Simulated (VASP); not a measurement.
# Ti (Im-3m) in VASP: notebook, part 2 of 2

VASP 6.6.1. The steps go on from the part before.

## Step 3: Single point, PBEsol

This run uses another cell than the first one, of 16.68 Å³/atom.

Contents of INCAR:

```
SYSTEM = Ti
ALGO = Normal
EDIFF = 1E-6
ENCUT = 520
GGA = PS
ISIF = 2
ISMEAR = -1
LASPH = .True.
LCHARG = .False.
LREAL = .False.
LWAVE = .False.
NBANDS = 12
NELM = 80
PREC = Accurate
SIGMA = 0.15
```

Contents of KPOINTS:

```
k-points
0
Gamma
  14 14 14
  0 0 0
```

Contents of POSCAR:

```
Ti
1.0
   -1.6096436999      1.6096436999      1.6096436999
    1.6096436999     -1.6096436999      1.6096436999
    1.6096436999      1.6096436999     -1.6096436999
Ti
1
Direct
    0.0000000000      0.0000000000      0.0000000000
```

Potentials or basis: VASP PAW PBE potentials, release 64 (Ti_sv).

Started as:

```console
$ cat potpaw_PBE.64/Ti_sv/POTCAR > POTCAR
$ mpirun -np 1 vasp_std > vasp.out
```

OUTCAR:

```text
SYSTEM = Ti
   EDIFF = 1E-6
   ENCUT = 520
   GGA = PS
   ISIF = 2
   ISMEAR = -1
   LASPH = .True.
   LREAL = .False.
   NELM = 80
   PREC = Accurate

 ion  position               nearest neighbor table
   1  0.000  0.000  0.000-

  LATTYP: Found a body centered cubic cell.
 ALAT       =     3.2192873998

  Lattice vectors:

 A1 = (  -1.6096436999,   1.6096436999,   1.6096436999)
 A2 = (   1.6096436999,  -1.6096436999,   1.6096436999)
 A3 = (   1.6096436999,   1.6096436999,  -1.6096436999)

Analysis of symmetry for initial positions (statically):
=====================================================================
 Subroutine PRICEL returns:
 Original cell was already a primitive cell.

 Routine SETGRP: Setting up the symmetry group for a
 body centered cubic supercell.

 Subroutine GETGRP returns: Found 48 space group operations
 (whereof 48 operations were pure point group operations)
 out of a pool of 48 trial point group operations.

The static configuration has the point symmetry O_h .

Analysis of symmetry for dynamics (positions and initial velocities):
=====================================================================
 Subroutine PRICEL returns:
 Original cell was already a primitive cell.

 Routine SETGRP: Setting up the symmetry group for a
 body centered cubic supercell.

 Subroutine GETGRP returns: Found 48 space group operations
 (whereof 48 operations were pure point group operations)
 out of a pool of 48 trial point group operations.

The dynamic configuration has the point symmetry O_h .

 Subroutine INISYM returns: Found 48 space group operations
 (whereof 48 operations are pure point group operations),
 and found     1 'primitive' translations

----------------------------------------------------------------------------------------

[... 109 lines left out ...]
     AMIX     =   0.40;   BMIX     =  1.00
     AMIX_MAG =   1.60;   BMIX_MAG =  1.00
  volume/ion in A,a.u.               =      16.68       112.58
  Fermi-wavevector in a.u.,A,eV,Ry     =   1.466849  2.771943 29.274933  2.151647
  Thomas-Fermi vector in A             =   2.582538
   LORBIT       =      0    0 simple, 1 ext, 2 COOP (PROOUT), +10 PAW based schemes
   GGA     = PS    functional components
   LHFCALC =     F    Hartree Fock is set to
   AEXX    =    0.0000 exact exchange contribution
   IVDW    =     0    specifies the selected vdW correction
   LEPSILON=     F    determine dielectric tensor
   LRPA    =     F    only Hartree local field effects (RPA)
 non-spin polarized calculation
  energy-cutoff  :      520.00
  volume of cell :       16.68
 maximum number of plane-waves:       466
 NGX is ok and might be reduce to    24
   NGX = 11   NGY = 11   NGZ = 11

 number of electron      11.9999998 magnetization

 Free energy of the ion-electron system (eV)
  ---------------------------------------------------
  ext. energy  EPLUGINS =         0.00000000
  ---------------------------------------------------
  free energy    TOTEN  =        -8.31613928 eV

  energy without entropy =       -8.15584725  energy(sigma->0) =       -8.23599326

 E-fermi :   8.3821     XC(G=0): -11.8252

 val. band max:        8.3733066156   @ k =   0.2857   0.2143   0.0000
 cond. band min:       8.3907742981   @ k =  -0.3571  -0.4286   0.1429
 fundamental gap:      0.0174676825
 Fermi energy:         8.3821382310

 k-point     1 :       0.0000    0.0000    0.0000
  band No.  band energies     occupation
      1     -47.8326      2.00000
      2     -23.7325      2.00000
      3     -23.7325      2.00000
      4     -23.7325      2.00000
      5       2.3418      2.00000
      6       9.4030      0.00221
      7       9.4030      0.00221
      8       9.4030      0.00221
      9      11.2662      0.00000
     10      11.2662      0.00000
     11      26.0874      0.00000
     12      26.0874      0.00000
[... 331 lines left out ...]
 k-point    24 :       0.3571    0.2857    0.0000
  band No.  band energies     occupation
      1     -47.6561      2.00000
      2     -24.3231      2.00000
      3     -24.2023      2.00000
      4     -23.8268      2.00000
      5       7.2239      1.99911
      6       7.8171      1.95479
      7       8.0382      1.81655
      8      11.3825      0.00000
      9      11.6324      0.00000
     10      15.8769      0.00000
     11      17.2557      0.00000
     12      18.3106      0.00000

 [... further k-points ...]
[... 5 lines left out ...]
  --------------------------------------------------------------------------------------
  -------------------------------------------------------------------------------------
  Total       -0.0262490     -0.0262490     -0.0262490      0.0000000      0.0000000      0.0000000
  in kB       -2.5210055     -2.5210055     -2.5210055      0.0000000      0.0000000      0.0000000
  external PRESSURE =      -2.5210055 kB  Pullay stress =       0.0000000 kB

 VOLUME and BASIS-vectors are now :
 -----------------------------------------------------------------------------
  energy-cutoff  :      520.00
  volume of cell :       16.68
      direct lattice vectors                 reciprocal lattice vectors
    -1.609643700  1.609643700  1.609643700     0.000000000  0.310627750  0.310627750
     1.609643700 -1.609643700  1.609643700     0.310627750  0.000000000  0.310627750
     1.609643700  1.609643700 -1.609643700     0.310627750  0.310627750  0.000000000

 POSITION                                       TOTAL-FORCE (eV/Angst)
 -----------------------------------------------------------------------------------
      0.00000      0.00000      0.00000        -0.000000      0.000000      0.000000
 -----------------------------------------------------------------------------------
    total drift:                                0.000000      0.000000      0.000000

  FREE ENERGIE OF THE ION-ELECTRON SYSTEM (eV)
  ---------------------------------------------------
  free  energy   TOTEN  =        -8.3161392792 eV

  energy  without entropy=       -8.1558472452  energy(sigma->0) =       -8.23599326
```

OSZICAR:

```text
N       E                     dE             d eps       ncg     rms          rms(c)
DAV:   1     0.888208857742E+02    0.88821E+02   -0.65101E+03  2504   0.122E+03
DAV:   2    -0.485870558502E+01   -0.93680E+02   -0.91248E+02  2568   0.302E+02
DAV:   3    -0.931707993773E+01   -0.44584E+01   -0.43999E+01  3376   0.659E+01
DAV:   4    -0.940342020027E+01   -0.86340E-01   -0.86219E-01  2844   0.820E+00
DAV:   5    -0.940550614863E+01   -0.20859E-02   -0.20857E-02  2888   0.111E+00    0.894E+00
DAV:   6    -0.831446511109E+01    0.10910E+01   -0.23694E+00  2720   0.225E+01    0.224E+00
DAV:   7    -0.830579301155E+01    0.86721E-02   -0.84981E-02  2980   0.322E+00    0.130E+00
DAV:   8    -0.831570465825E+01   -0.99116E-02   -0.38952E-02  2620   0.237E+00    0.129E-01
DAV:   9    -0.831610086862E+01   -0.39621E-03   -0.31493E-03  3064   0.570E-01    0.867E-02
DAV:  10    -0.831616139668E+01   -0.60528E-04   -0.30542E-04  2684   0.204E-01    0.138E-02
DAV:  11    -0.831613952104E+01    0.21876E-04   -0.23903E-05  2928   0.743E-02    0.943E-03
DAV:  12    -0.831613927915E+01    0.24188E-06   -0.21230E-06  2640   0.173E-02
   1 F= -.83161393E+01 E0= -.82359933E+01  d E =-.160292E+00
```

Wall time 6.9 s (1 thread of Intel Xeon 6975P-C (Granite Rapids), shared host); peak memory 0.14 GiB.

What came out:

| Property | Result |
| --- | --- |
| Free energy | -8.3161 eV |
| Pressure | -0.3 GPa |
| Band gap on the k mesh | zero (bands 6 and 7 overlap by 1.71 eV) |

Caveat: the PAW data sets were made with another functional, which shifts forces and pressure a little.

## Step 4: Single point, PBEsol

This run uses another cell than the first one, of 16.39 Å³/atom.

Contents of INCAR:

```
SYSTEM = Ti
PREC = Accurate ; ENCUT = 520
EDIFF = 1E-7 ; ISMEAR = -1
SIGMA = 0.15 ; LREAL = .False.
LASPH = .True. ; NELM = 100
ALGO = Normal ; ISIF = 2
LWAVE = .False. ; LCHARG = .False.
GGA = PS ; NBANDS = 12
```

Contents of KPOINTS:

```
regular mesh
0
Gamma
  14 14 14
  0 0 0
```

Contents of POSCAR:

```
Ti
1.0
   -1.6002282092      1.6002282092      1.6002282092
    1.6002282092     -1.6002282092      1.6002282092
    1.6002282092      1.6002282092     -1.6002282092
Ti
1
Direct
    0.0000000000      0.0000000000      0.0000000000
```

Started as:

```console
$ cat potpaw_PBE.64/Ti_sv/POTCAR > POTCAR
$ mpirun -np 1 vasp_std > vasp.out
```

Run time: 8.5 s. Hardware: 1 thread of Intel Xeon 6975P-C (Granite Rapids), shared host; peak memory 0.14 GiB.

Results (log left out):

```
Free energy            : -8.3147 eV
Pressure               : 1.7 GPa
Band gap on the k mesh : zero (bands 6 and 7 overlap by 1.74 eV)
```

Levels at points of the mesh, in eV from the Fermi level:
| k point | band 2 | band 3 | band 4 | band 5 | band 6 | band 7 | band 8 | band 9 | band 10 | band 11 |
| --- | --- | --- | --- | --- | --- | --- | --- | --- | --- | --- |
| (0.00, 0.00, 0.00) | -32.06 | -32.06 | -32.06 | -6.07 | 1.04 | 1.04 | 1.04 | 2.94 | 2.94 | 17.83 |
| (0.50, 0.00, 0.00) | -32.88 | -32.31 | -32.06 | -2.61 | -0.46 | 1.34 | 2.94 | 3.32 | 4.62 | 9.44 |
| (0.50, 0.50, 0.50) | -32.62 | -32.62 | -32.62 | -2.31 | -2.31 | 4.23 | 4.23 | 4.23 | 8.84 | 8.84 |

Caveat: the PAW data sets were made with another functional, which shifts forces and pressure a little.

## Step 5: The runs side by side

```tsv
cell	gap on the mesh (eV)	pressure (GPa)
a = 2.742 Å, angles 109.5°, 1 atom	none	5.7
a = 2.788 Å, angles 109.5°, 1 atom	none	-0.3
a = 2.772 Å, angles 109.5°, 1 atom	none	1.7
```

Alike in all rows: task single point; level PBEsol; potentials or basis VASP PAW PBE potentials, release 64 (Ti_sv); no spin polarisation; k mesh 14 × 14 × 14; cutoff (eV) 520; smearing fermi-dirac 0.15 eV.

Caveats: the PAW data sets were made with another functional, which shifts forces and pressure a little; the cell stands under pressure (at least some runs).

Absolute energies hang on the potentials; compare differences alone.
